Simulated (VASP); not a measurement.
# SrCl2 (Fm-3m) in VASP: further runs

SrCl2 is run at these levels: PBEsol+D3(BJ); tasks: single point.

Everything below comes from runs of VASP 6.6.1. Logs are shortened: lines on timing, memory, paths and dates and some standing lists are left out, and cuts for length are marked.

**1. The cell of the first run**

It takes space group Fm-3m (No. 225, cubic). Conventional cell: a = 6.828 Å, b = 6.828 Å, c = 6.828 Å, α = 90.00°, β = 90.00°, γ = 90.00°. Sr (site symmetry m-3m) has 8 Cl at 2.96 Å within 3.9 Å. Cl (site symmetry -43m) has 4 Sr at 2.96 Å and 6 Cl at 3.41 Å within 3.9 Å.

**2. Single point, PBEsol+D3(BJ)**

File INCAR:

```
  PREC = Accurate
  ENCUT = 520
  EDIFF = 1E-7
  ISMEAR = -1
  SIGMA = 0.05
  LREAL = F
  LASPH = T
  NELM = 80
  ALGO = Normal
  ISIF = 2
  LWAVE = F
  LCHARG = T
  GGA = PS
  IVDW = 12
  LELF = T
  LVHAR = T
  NBANDS = 19
```

File KPOINTS:

```
regular mesh
0
Gamma
  7 7 7
```

File POSCAR:

```
SrCl2
1.0
    0.0000000000      3.4141495288      3.4141495288
    3.4141495288      0.0000000000      3.4141495288
    3.4141495288      3.4141495288      0.0000000000
Sr Cl
1 2
Direct
    0.0000000000      0.0000000000      0.0000000000
    0.7500000000      0.7500000000      0.7500000000
    0.2500000000      0.2500000000      0.2500000000
```

Potentials or basis: VASP PAW PBE potentials, release 64 (Sr_sv, Cl).

On the command line:

```
> cat potpaw_PBE.64/Sr_sv/POTCAR potpaw_PBE.64/Cl/POTCAR > POTCAR
> mpirun -np 1 vasp_std > vasp.out
```

OUTCAR:

```text
PREC = Accurate
   ENCUT = 520
   EDIFF = 1E-7
   ISMEAR = -1
   LREAL = F
   LASPH = T
   NELM = 80
   ISIF = 2
   GGA = PS
   IVDW = 12
 IVDW          = 12

 ion  position               nearest neighbor table
   1  0.000  0.000  0.000-   2 2.96   3 2.96   2 2.96   2 2.96   2 2.96   3 2.96   3 2.96   3 2.96

   2  0.750  0.750  0.750-   1 2.96   1 2.96   1 2.96   1 2.96
   3  0.250  0.250  0.250-   1 2.96   1 2.96   1 2.96   1 2.96

  LATTYP: Found a face centered cubic cell.
 ALAT       =     6.8282990576

  Lattice vectors:

 A1 = (   0.0000000000,   3.4141495288,   3.4141495288)
 A2 = (   3.4141495288,   0.0000000000,   3.4141495288)
 A3 = (   3.4141495288,   3.4141495288,   0.0000000000)

Analysis of symmetry for initial positions (statically):
=====================================================================
 Subroutine PRICEL returns:
 Original cell was already a primitive cell.

 Routine SETGRP: Setting up the symmetry group for a
 face centered cubic supercell.

 Subroutine GETGRP returns: Found 48 space group operations
 (whereof 48 operations were pure point group operations)
 out of a pool of 48 trial point group operations.

The static configuration has the point symmetry O_h .

Analysis of symmetry for dynamics (positions and initial velocities):
=====================================================================
 Subroutine PRICEL returns:
 Original cell was already a primitive cell.

 Routine SETGRP: Setting up the symmetry group for a
 face centered cubic supercell.

 Subroutine GETGRP returns: Found 48 space group operations
 (whereof 48 operations were pure point group operations)
 out of a pool of 48 trial point group operations.

The dynamic configuration has the point symmetry O_h .

 Subroutine INISYM returns: Found 48 space group operations
 (whereof 48 operations are pure point group operations),
 and found     1 'primitive' translations

----------------------------------------------------------------------------------------

                                     Primitive cell

  volume of cell :      79.5935

  direct lattice vectors                    reciprocal lattice vectors
     0.000000000  3.414149529  3.414149529    -0.146449356  0.146449356  0.146449356
     3.414149529  0.000000000  3.414149529     0.146449356 -0.146449356  0.146449356
     3.414149529  3.414149529  0.000000000     0.146449356  0.146449356 -0.146449356

  length of vectors
     4.828336568  4.828336568  4.828336568     0.253657725  0.253657725  0.253657725

  position of ions in fractional coordinates (direct lattice)
     0.000000000  0.000000000  0.000000000
     0.750000000  0.750000000  0.750000000
     0.250000000  0.250000000  0.250000000

  ion indices of the primitive-cell ions
   primitive index   ion index
                 1           1
                 2           2
                 3           3

----------------------------------------------------------------------------------------

 KPOINTS: regular mesh

Automatic generation of k-mesh.
 Grid dimensions read from file:
 generate k-points for:    7    7    7

 Generating k-lattice:

  Cartesian coordinates                     Fractional coordinates (reciprocal lattice)
    -0.020921337  0.020921337  0.020921337     0.142857143  0.000000000  0.000000000
     0.020921337 -0.020921337  0.020921337     0.000000000  0.142857143  0.000000000
     0.020921337  0.020921337 -0.020921337     0.000000000  0.000000000  0.142857143

  Length of vectors
     0.036236818  0.036236818  0.036236818

  Shift w.r.t. Gamma in fractional coordinates (k-lattice)
     0.000000000  0.000000000  0.000000000

 Subroutine IBZKPT returns following result:
 ===========================================

 Found     20 irreducible k-points:

 Following reciprocal coordinates:
            Coordinates               Weight
  0.000000  0.000000  0.000000      1.000000
  0.142857  0.000000  0.000000      8.000000
  0.285714  0.000000  0.000000      8.000000
  0.428571  0.000000  0.000000      8.000000
  0.142857  0.142857  0.000000      6.000000
  0.285714  0.142857  0.000000     24.000000
[... 12 lines left out ...]
 -0.428571  0.428571  0.142857     24.000000
 -0.285714  0.428571  0.142857     24.000000
   k-points           NKPTS =     20   k-points in BZ     NKDIM =     20   number of bands    NBANDS=     19
   number of dos      NEDOS =    301   number of ions     NIONS =      3
   total plane-waves  NPLWV =  46656
   dimension x,y,z NGX =    36 NGY =   36 NGZ =   36
   dimension x,y,z NGXF=    72 NGYF=   72 NGZF=   72
   ions per type =               1   2
   NGX,Y,Z   is equivalent  to a cutoff of  12.40, 12.40, 12.40 a.u.
   NGXF,Y,Z  is equivalent  to a cutoff of  24.79, 24.79, 24.79 a.u.
 SYSTEM =  unknown system
   PREC   = accura    normal or accurate (medium, high low for compatibility)
   ISTART =      0    job   : 0-new  1-cont  2-samecut
   ICHARG =      2    charge: 1-file 2-atom 10-const
   ISPIN  =      1    spin polarized calculation?
   LNONCOLLINEAR =      F non collinear calculations
   LSORBIT =      F    spin-orbit coupling
   LASPH  =      T    aspherical Exc in radial PAW
   ENCUT  =  520.0 eV  38.22 Ry    6.18 a.u.   8.98  8.98  8.98*2*pi/ulx,y,z
   NELM   =     80;   NELMIN=  2; NELMDL= -5     # of ELM steps
   EDIFF  = 0.1E-06   stopping-criterion for ELM
   LREAL  =      F    real-space projection
   EDIFFG = 0.1E-05   stopping-criterion for IOM
   NSW    =      0    number of steps for IOM
   IBRION =     -1    ionic relax: 0-MD 1-quasi-New 2-CG
   NFREE  =      0    steps in history (QN), initial steepest desc. (CG)
   ISIF   =      2    stress and relaxation
   ISYM   =      2    0-nonsym 1-usesym 2-fastsym
   POTIM  = 0.5000    time-step for ionic-motion
   TEBEG  =    0.0;   TEEND  =   0.0 temperature during run
   PSTRESS=    0.0 pullay stress
   NELECT =      24.0000    total number of electrons
   NUPDOWN=      -1.0000    fix difference up-down
   EMIN   =  10.00;   EMAX   =-10.00  energy-range for DOS
   EFERMI =   0.00;   METHOD = LEGACY
   ISMEAR =    -1;   SIGMA  =   0.05  broadening in eV -4-tet -1-fermi 0-gaus
   EFERMI_NEDOS =   21; number of points for ismear=-14 and -15
   IALGO  =     38    algorithm
   IMIX   =      4    mixing-type and parameters
     AMIX     =   0.40;   BMIX     =  1.00
     AMIX_MAG =   1.60;   BMIX_MAG =  1.00
  volume/ion in A,a.u.               =      26.53       179.04
  Fermi-wavevector in a.u.,A,eV,Ry     =   1.097790  2.074523 16.396972  1.205143
  Thomas-Fermi vector in A             =   2.234156
   LORBIT       =      0    0 simple, 1 ext, 2 COOP (PROOUT), +10 PAW based schemes
   GGA     = PS    functional components
   LHFCALC =     F    Hartree Fock is set to
   AEXX    =    0.0000 exact exchange contribution
   IVDW    =    12    specifies the selected vdW correction
   LEPSILON=     F    determine dielectric tensor
   LRPA    =     F    only Hartree local field effects (RPA)
 non-spin polarized calculation
  energy-cutoff  :      520.00
  volume of cell :       79.59
 maximum number of plane-waves:      2156
   NGX = 17   NGY = 17   NGZ = 17

 number of electron      23.9999997 magnetization

 Free energy of the ion-electron system (eV)
  ---------------------------------------------------
  ext. energy  EPLUGINS =         0.00000000
  ---------------------------------------------------
  free energy    TOTEN  =       -13.32666941 eV

  energy without entropy =      -13.32666941  energy(sigma->0) =      -13.32666941

 E-fermi :   1.5367     XC(G=0):  -8.7812

 val. band max:        0.4838006845   @ k =  -0.4286   0.4286   0.0000
 cond. band min:       5.8955055617   @ k =   0.0000   0.0000   0.0000
 fundamental gap:      5.4117048772
 Fermi energy:         1.5367231268

 k-point     1 :       0.0000    0.0000    0.0000
  band No.  band energies     occupation
      1     -32.0775      2.00000
      2     -14.1260      2.00000
      3     -14.1260      2.00000
      4     -14.1260      2.00000
      5     -12.9859      2.00000
      6     -11.9759      2.00000
[... 11 lines left out ...]
     18       9.5015      0.00000
     19      10.1861      0.00000

 k-point     2 :       0.1429    0.0000    0.0000
  band No.  band energies     occupation
      1     -32.0765      2.00000
      2     -14.2462      2.00000
      3     -14.1298      2.00000
      4     -14.1298      2.00000
      5     -12.8110      2.00000
      6     -12.0279      2.00000
[... 11 lines left out ...]
     18       9.3888      0.00000
     19      10.4750      0.00000

 k-point     3 :       0.2857    0.0000    0.0000
  band No.  band energies     occupation
      1     -32.0744      2.00000
      2     -14.4369      2.00000
      3     -14.1383      2.00000
      4     -14.1383      2.00000
      5     -12.5546      2.00000
      6     -12.0770      2.00000
[... 11 lines left out ...]
     18       9.2755      0.00000
     19      10.1799      0.00000

 k-point     4 :       0.4286    0.0000    0.0000
  band No.  band energies     occupation
      1     -32.0727      2.00000
      2     -14.5498      2.00000
      3     -14.1450      2.00000
      4     -14.1450      2.00000
      5     -12.5154      2.00000
      6     -11.9796      2.00000
[... 11 lines left out ...]
     18       9.3498      0.00000
     19       9.4546      0.00000

 k-point     5 :       0.1429    0.1429    0.0000
  band No.  band energies     occupation
      1     -32.0762      2.00000
      2     -14.2751      2.00000
      3     -14.1351      2.00000
      4     -14.1351      2.00000
      5     -12.7499      2.00000
      6     -12.0501      2.00000
[... 11 lines left out ...]
     18       9.2563      0.00000
     19       9.9057      0.00000
[... 246 lines left out ...]
      2     -14.4884      2.00000
      3     -14.2247      2.00000
      4     -14.1507      2.00000
      5     -12.2895      2.00000
      6     -12.1786      2.00000
[... 11 lines left out ...]
     18       9.1392      0.00000
     19      10.3371      0.00000

 k-point    18 :      -0.4286    0.2857    0.1429
  band No.  band energies     occupation
      1     -32.0716      2.00000
      2     -14.4974      2.00000
      3     -14.3188      2.00000
      4     -14.1588      2.00000
      5     -12.2593      2.00000
      6     -12.0809      2.00000
[... 11 lines left out ...]
     18       9.7020      0.00000
     19      10.3469      0.00000

 k-point    19 :      -0.4286    0.4286    0.1429
  band No.  band energies     occupation
      1     -32.0711      2.00000
      2     -14.5683      2.00000
      3     -14.2746      2.00000
      4     -14.1713      2.00000
      5     -12.2432      2.00000
      6     -12.0462      2.00000
[... 11 lines left out ...]
     18       9.9439      0.00000
     19      10.6717      0.00000

 k-point    20 :      -0.2857    0.4286    0.1429
  band No.  band energies     occupation
      1     -32.0709      2.00000
      2     -14.4759      2.00000
      3     -14.3949      2.00000
      4     -14.1699      2.00000
      5     -12.1747      2.00000
      6     -12.0854      2.00000
[... 11 lines left out ...]
     18      10.1450      0.00000
     19      11.0899      0.00000

------------------------ aborting loop because EDIFF is reached ----------------------------------------

 Edisp (eV)   -0.67015

 E8    (eV) :    -0.4440

  FORCE on cell =-STRESS in cart. coord.  units (eV):
  Direction    XX          YY          ZZ          XY          YZ          ZX
  --------------------------------------------------------------------------------------
  -------------------------------------------------------------------------------------
  Total       0.08532     0.08532     0.08532     0.00000     0.00000    -0.00000
  in kB       1.71740     1.71740     1.71740     0.00000     0.00000    -0.00000
  external pressure =        1.72 kB  Pullay stress =        0.00 kB

 VOLUME and BASIS-vectors are now :
 -----------------------------------------------------------------------------
  energy-cutoff  :      520.00
  volume of cell :       79.59
      direct lattice vectors                 reciprocal lattice vectors
     0.000000000  3.414149529  3.414149529    -0.146449356  0.146449356  0.146449356
     3.414149529  0.000000000  3.414149529     0.146449356 -0.146449356  0.146449356
     3.414149529  3.414149529  0.000000000     0.146449356  0.146449356 -0.146449356

 POSITION                                       TOTAL-FORCE (eV/Angst)
 -----------------------------------------------------------------------------------
      0.00000      0.00000      0.00000         0.000000      0.000000     -0.000000
      5.12122      5.12122      5.12122        -0.000000      0.000000      0.000000
      1.70707      1.70707      1.70707        -0.000000     -0.000000     -0.000000
 -----------------------------------------------------------------------------------
    total drift:                                0.000000      0.000000      0.000000

  FREE ENERGIE OF THE ION-ELECTRON SYSTEM (eV)
  ---------------------------------------------------
  free  energy   TOTEN  =       -13.9968186021 eV

  energy  without entropy=      -13.9968186020  energy(sigma->0) =      -13.99681860
```

Run time: 21 s. Hardware: 1 thread of Intel Xeon Platinum 8375C at 2.90GHz (Ice Lake), shared host; peak memory 0.22 GiB.

Results:

| Quantity | Value |
| --- | --- |
| Free energy | -13.9968 eV |
| Pressure | 0.2 GPa |
| Band gap on the k mesh | 5.41 eV, indirect (least direct gap 5.54 eV) |
| Dispersion energy per atom | -0.223 eV |

Caveat: the PAW data sets were made with another functional, which shifts forces and pressure a little. A k mesh can miss the band edges.

[end of part 1 of 2]
